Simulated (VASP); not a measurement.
# LaB6 (Pm-3m) in VASP: relaxation of the atoms with PBE

Aim: the relaxation of the atoms of LaB6 with PBE.

All numbers are computed with VASP 6.6.1; they aren't measurements. Logs are shortened: lines on timing, memory, paths and dates and some standing lists are left out, and cuts for length are marked.

### 1 The cell of the first run

Symmetry: Pm-3m, No. 221, cubic system. The conventional cell has a = 4.250 Å, b = 4.250 Å, c = 4.250 Å, α = 90.00°, β = 90.00°, γ = 90.00°. Within 4.3 Å of La (site symmetry m-3m) lie 24 B at 3.12 Å and 6 La at 4.25 Å. B (site symmetry 4mm) has 5 B at 1.70 to 1.80 Å within 2.3 Å.

### 2 Relaxation of the atoms, PBE (10.96 Å³/atom)

INCAR reads:

```
SYSTEM = LaB6
  PREC = Accurate
  ENCUT = 520
  EDIFF = 1E-6
  ISMEAR = 0
  SIGMA = 0.05
  LREAL = .False.
  LASPH = .True.
  NELM = 60
  ALGO = Normal
  ISIF = 2
  LWAVE = .False.
  LCHARG = .False.
  GGA = PE
  IBRION = 2
  NSW = 60
  EDIFFG = -0.01
```

KPOINTS reads:

```
Automatic mesh
0
Gamma
  8 8 8
  0 0 0
```

POSCAR reads:

```
LaB6
1.0
    4.2497447088      0.0000000000      0.0000000000
    0.0000000000      4.2497447088      0.0000000000
    0.0000000000      0.0000000000      4.2497447088
La B
1 6
Direct
    0.0000000000      0.0000000000      0.0000000000
    0.2004208409      0.5000000000      0.5000000000
    0.7995791591      0.5000000000      0.5000000000
    0.5000000000      0.5000000000      0.2004208409
    0.5000000000      0.5000000000      0.7995791591
    0.5000000000      0.2004208409      0.5000000000
    0.5000000000      0.7995791591      0.5000000000
```

Potentials or basis: VASP PAW PBE potentials, release 64 (La, B).

Run with:

```bash
$ cat potpaw_PBE.64/La/POTCAR potpaw_PBE.64/B/POTCAR > POTCAR
$ mpirun -np 1 vasp_std > vasp.out
```

OUTCAR:

```text
SYSTEM = LaB6
   PREC = Accurate
   ENCUT = 520
   EDIFF = 1E-6
   ISMEAR = 0
   LREAL = .False.
   LASPH = .True.
   NELM = 60
   ISIF = 2
   GGA = PE
   IBRION = 2
   NSW = 60
   EDIFFG = -0.01

 ion  position               nearest neighbor table
   1  0.000  0.000  0.000-
   2  0.200  0.500  0.500-   3 1.70   4 1.80   5 1.80   6 1.80   7 1.80
   3  0.800  0.500  0.500-   2 1.70   4 1.80   5 1.80   6 1.80   7 1.80
   4  0.500  0.500  0.200-   5 1.70   3 1.80   2 1.80   6 1.80   7 1.80
   5  0.500  0.500  0.800-   4 1.70   3 1.80   2 1.80   6 1.80   7 1.80
   6  0.500  0.200  0.500-   7 1.70   3 1.80   4 1.80   5 1.80   2 1.80
   7  0.500  0.800  0.500-   6 1.70   3 1.80   4 1.80   5 1.80   2 1.80

  LATTYP: Found a simple cubic cell.
 ALAT       =     4.2497447088

  Lattice vectors:

 A1 = (   4.2497447088,   0.0000000000,   0.0000000000)
 A2 = (   0.0000000000,   4.2497447088,   0.0000000000)
 A3 = (   0.0000000000,   0.0000000000,   4.2497447088)

Analysis of symmetry for initial positions (statically):
=====================================================================
 Subroutine PRICEL returns:
 Original cell was already a primitive cell.

 Routine SETGRP: Setting up the symmetry group for a
 simple cubic supercell.

 Subroutine GETGRP returns: Found 48 space group operations
 (whereof 48 operations were pure point group operations)
 out of a pool of 48 trial point group operations.

The static configuration has the point symmetry O_h .

Analysis of symmetry for dynamics (positions and initial velocities):
=====================================================================
 Subroutine PRICEL returns:
 Original cell was already a primitive cell.

 Routine SETGRP: Setting up the symmetry group for a
 simple cubic supercell.

 Subroutine GETGRP returns: Found 48 space group operations
 (whereof 48 operations were pure point group operations)
 out of a pool of 48 trial point group operations.

The dynamic configuration has the point symmetry O_h .

 Subroutine INISYM returns: Found 48 space group operations
 (whereof 48 operations are pure point group operations),
 and found     1 'primitive' translations

----------------------------------------------------------------------------------------

                                     Primitive cell

  volume of cell :      76.7518

  direct lattice vectors                    reciprocal lattice vectors
     4.249744709  0.000000000  0.000000000     0.235308252  0.000000000  0.000000000
     0.000000000  4.249744709  0.000000000     0.000000000  0.235308252  0.000000000
     0.000000000  0.000000000  4.249744709     0.000000000  0.000000000  0.235308252

  length of vectors
     4.249744709  4.249744709  4.249744709     0.235308252  0.235308252  0.235308252

  position of ions in fractional coordinates (direct lattice)
     0.000000000  0.000000000  0.000000000
     0.200420841  0.500000000  0.500000000
     0.799579159  0.500000000  0.500000000
     0.500000000  0.500000000  0.200420841
     0.500000000  0.500000000  0.799579159
     0.500000000  0.200420841  0.500000000
     0.500000000  0.799579159  0.500000000

  ion indices of the primitive-cell ions
   primitive index   ion index
                 1           1
                 2           2
                 3           3
                 4           4
                 5           5
                 6           6
                 7           7

----------------------------------------------------------------------------------------

 KPOINTS: Automatic mesh

Automatic generation of k-mesh.
 Grid dimensions read from file:
 generate k-points for:    8    8    8

 Generating k-lattice:

  Cartesian coordinates                     Fractional coordinates (reciprocal lattice)
     0.029413532  0.000000000  0.000000000     0.125000000  0.000000000  0.000000000
     0.000000000  0.029413532  0.000000000     0.000000000  0.125000000  0.000000000
     0.000000000  0.000000000  0.029413532     0.000000000  0.000000000  0.125000000

  Length of vectors
     0.029413532  0.029413532  0.029413532

  Shift w.r.t. Gamma in fractional coordinates (k-lattice)
     0.000000000  0.000000000  0.000000000

 Subroutine IBZKPT returns following result:
 ===========================================

 Found     35 irreducible k-points:

 Following reciprocal coordinates:
            Coordinates               Weight
  0.000000  0.000000  0.000000      1.000000
  0.125000  0.000000  0.000000      6.000000
  0.250000  0.000000  0.000000      6.000000
  0.375000  0.000000  0.000000      6.000000
  0.500000  0.000000  0.000000      3.000000
  0.125000  0.125000  0.000000     12.000000
[... 16 lines left out ...]
  0.375000  0.375000  0.125000     24.000000
  0.500000  0.375000  0.125000     24.000000
 [... further k-points ...]
   k-points           NKPTS =     35   k-points in BZ     NKDIM =     35   number of bands    NBANDS=     18
   number of dos      NEDOS =    301   number of ions     NIONS =      7
   total plane-waves  NPLWV =  32768
   dimension x,y,z NGX =    32 NGY =   32 NGZ =   32
   dimension x,y,z NGXF=    64 NGYF=   64 NGZF=   64
   ions per type =               1   6
   NGX,Y,Z   is equivalent  to a cutoff of  12.52, 12.52, 12.52 a.u.
   NGXF,Y,Z  is equivalent  to a cutoff of  25.04, 25.04, 25.04 a.u.
 SYSTEM =  LaB6
   PREC   = accura    normal or accurate (medium, high low for compatibility)
   ISTART =      0    job   : 0-new  1-cont  2-samecut
   ICHARG =      2    charge: 1-file 2-atom 10-const
   ISPIN  =      1    spin polarized calculation?
   LNONCOLLINEAR =      F non collinear calculations
   LSORBIT =      F    spin-orbit coupling
   LASPH  =      T    aspherical Exc in radial PAW
   ENCUT  =  520.0 eV  38.22 Ry    6.18 a.u.   7.90  7.90  7.90*2*pi/ulx,y,z
   NELM   =     60;   NELMIN=  2; NELMDL= -5     # of ELM steps
   EDIFF  = 0.1E-05   stopping-criterion for ELM
   LREAL  =      F    real-space projection
   EDIFFG = -.1E-01   stopping-criterion for IOM
   NSW    =     60    number of steps for IOM
   IBRION =      2    ionic relax: 0-MD 1-quasi-New 2-CG
   NFREE  =      1    steps in history (QN), initial steepest desc. (CG)
   ISIF   =      2    stress and relaxation
   ISYM   =      2    0-nonsym 1-usesym 2-fastsym
   POTIM  = 0.5000    time-step for ionic-motion
   TEBEG  =    0.0;   TEEND  =   0.0 temperature during run
   PSTRESS=    0.0 pullay stress
   NELECT =      29.0000    total number of electrons
   NUPDOWN=      -1.0000    fix difference up-down
   EMIN   =  10.00;   EMAX   =-10.00  energy-range for DOS
   EFERMI =   0.00;   METHOD = LEGACY
   ISMEAR =     0;   SIGMA  =   0.05  broadening in eV -4-tet -1-fermi 0-gaus
   EFERMI_NEDOS =   21; number of points for ismear=-14 and -15
   IALGO  =     38    algorithm
   IMIX   =      4    mixing-type and parameters
     AMIX     =   0.40;   BMIX     =  1.00
     AMIX_MAG =   1.60;   BMIX_MAG =  1.00
  volume/ion in A,a.u.               =      10.96        73.99
  Fermi-wavevector in a.u.,A,eV,Ry     =   1.183527  2.236541 19.058157  1.400735
  Thomas-Fermi vector in A             =   2.319759
   LORBIT       =      0    0 simple, 1 ext, 2 COOP (PROOUT), +10 PAW based schemes
   GGA     = PE    functional components
   LHFCALC =     F    Hartree Fock is set to
   AEXX    =    0.0000 exact exchange contribution
   IVDW    =     0    specifies the selected vdW correction
   LEPSILON=     F    determine dielectric tensor
   LRPA    =     F    only Hartree local field effects (RPA)
 conjugate gradient relaxation of ions
 non-spin polarized calculation
 Gauss-broadening in eV      SIGMA  =   0.05
  energy-cutoff  :      520.00
  volume of cell :       76.75
 maximum number of plane-waves:      2103
 NGX is ok and might be reduce to    32
   NGX = 15   NGY = 15   NGZ = 15

--------------------------------------- Ionic step        1  -------------------------------------------

 number of electron      28.9999998 magnetization

 Free energy of the ion-electron system (eV)
  ---------------------------------------------------
  ext. energy  EPLUGINS =         0.00000000
  ---------------------------------------------------
  free energy    TOTEN  =       -48.88029612 eV

  energy without entropy =      -48.87929076  energy(sigma->0) =      -48.87979344

------------------------ aborting loop because EDIFF is reached ----------------------------------------

  FORCE on cell =-STRESS in cart. coord.  units (eV):
  Direction    XX          YY          ZZ          XY          YZ          ZX
  --------------------------------------------------------------------------------------
  -------------------------------------------------------------------------------------
  Total       -5.0594526     -5.0594526     -5.0594526      0.0000000      0.0000000     -0.0000000
  in kB     -105.6149970   -105.6149970   -105.6149970      0.0000000      0.0000000     -0.0000000
  external PRESSURE =    -105.6149970 kB  Pullay stress =       0.0000000 kB
[... 67 lines left out ...]
  energy  without entropy=      -48.8787197608  energy(sigma->0) =      -48.87922142

--------------------------------------- Ionic step        3  -------------------------------------------

 number of electron      28.9999998 magnetization

 Free energy of the ion-electron system (eV)
  ---------------------------------------------------
  ext. energy  EPLUGINS =         0.00000000
  ---------------------------------------------------
  free energy    TOTEN  =       -48.88075483 eV

  energy without entropy =      -48.87975401  energy(sigma->0) =      -48.88025442

 E-fermi :   7.9286     XC(G=0): -10.9665

 val. band max:        7.8030966592   @ k =   0.3750   0.2500   0.1250
 cond. band min:       7.9316823665   @ k =   0.2500   0.2500   0.0000
 fundamental gap:      0.1285857073
 Fermi energy:         7.9285893069

 k-point     1 :       0.0000    0.0000    0.0000
  band No.  band energies     occupation
      1     -25.3405      2.00000
      2      -9.0217      2.00000
      3      -9.0217      2.00000
      4      -9.0217      2.00000
      5      -7.1675      2.00000
      6       0.3443      2.00000
[... 10 lines left out ...]
     17       8.1819      0.00000
     18       9.3425      0.00000
[... 466 lines left out ...]
      2      -9.3641      2.00000
      3      -9.2789      2.00000
      4      -8.9731      2.00000
      5      -6.5696      2.00000
      6      -1.5418      2.00000
[... 10 lines left out ...]
     17       9.5804      0.00000
     18       9.5886      0.00000

 [... further k-points ...]

------------------------ aborting loop because EDIFF is reached ----------------------------------------

  FORCE on cell =-STRESS in cart. coord.  units (eV):
  Direction    XX          YY          ZZ          XY          YZ          ZX
  --------------------------------------------------------------------------------------
  -------------------------------------------------------------------------------------
  Total       -5.0172840     -5.0172840     -5.0172840     -0.0000000      0.0000000     -0.0000000
  in kB     -104.7347368   -104.7347368   -104.7347368     -0.0000000      0.0000000     -0.0000000
  external PRESSURE =    -104.7347368 kB  Pullay stress =       0.0000000 kB
[... 22 lines left out ...]
  FREE ENERGIE OF THE ION-ELECTRON SYSTEM (eV)
  ---------------------------------------------------
  free  energy   TOTEN  =       -48.8807548287 eV

  energy  without entropy=      -48.8797540072  energy(sigma->0) =      -48.88025442

 reached required accuracy - stopping structural energy minimisation
```

Run time: 66 s. Hardware: 1 thread of AMD EPYC 7R13 (Zen 3), shared host; peak memory 0.18 GiB.

Results:

| Quantity | Value |
| --- | --- |
| Free energy | -48.8808 eV |
| Energy gained by relaxing | 0.1 meV/atom |
| Ionic steps | 3 |
| Pressure after relaxing | -10.5 GPa |
| Band gap on the k mesh | zero (an odd number of electrons rules out a gap without spin polarisation) |

The path:
```
step  energy change (eV)  largest force (eV/Å)  pressure (GPa)
   1              0.0000                0.0892          -10.56
   2              0.0006                0.1343          -10.36
   3             -0.0005                0.0003          -10.47
```

Final structure:
```
CELL_PARAMETERS angstrom
4.24974 0.00000 0.00000
0.00000 4.24974 0.00000
0.00000 0.00000 4.24974
ATOMIC_POSITIONS crystal
La 0.00000 0.00000 0.00000
B 0.20083 0.50000 0.50000
B 0.79917 0.50000 0.50000
B 0.50000 0.50000 0.20083
B 0.50000 0.50000 0.79917
B 0.50000 0.20083 0.50000
B 0.50000 0.79917 0.50000
```

Caveat: spin-orbit coupling is left out, which moves the levels of the heavy elements.
